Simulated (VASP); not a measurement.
Runs of VASP 6.6.1 on Bi. The structure is that of space group Fm-3m (No. 225), or close to it. The cells are those of the table. 

```csv
task,cell,k mesh,cutoff (eV),gap on the mesh (eV),pressure (GPa),relaxed volume (Å³/atom)
single point,"a = 3.552 Å, angles 60.0°, 1 atom",6 × 6 × 6,520,none,-0.1,-
relaxation of cell and atoms,"relaxed from a = 3.709 Å, angles 60.0°, 1 atom",6 × 6 × 6,600,none,0.1,(a)
single point,"a = 3.555 Å, angles 60.0°, 1 atom",20 × 20 × 20,520,none,-0.1,-
relaxation of cell and atoms,"relaxed from a = 3.552 Å, angles 60.0°, 1 atom",20 × 20 × 20,600,none,0.0,31.75
single point,"a = 3.709 Å, angles 60.0°, 1 atom",6 × 6 × 6,520,none,-5.3,-
```

Alike in all rows: level PBE; potentials or basis VASP PAW PBE potentials, release 64 (Bi_d); no spin polarisation; smearing gaussian 0.1 eV.

**Question.** Estimate the missing entries.

**Answer.** (a) 31.63.

Caveats: some runs use coarse meshes; spin-orbit coupling is left out, which moves the levels of the heavy elements.

A k mesh can miss the band edges, and the runs leave out spin-orbit coupling on Bi.

A gap of «none» marks levels without a gap at the run's occupations.
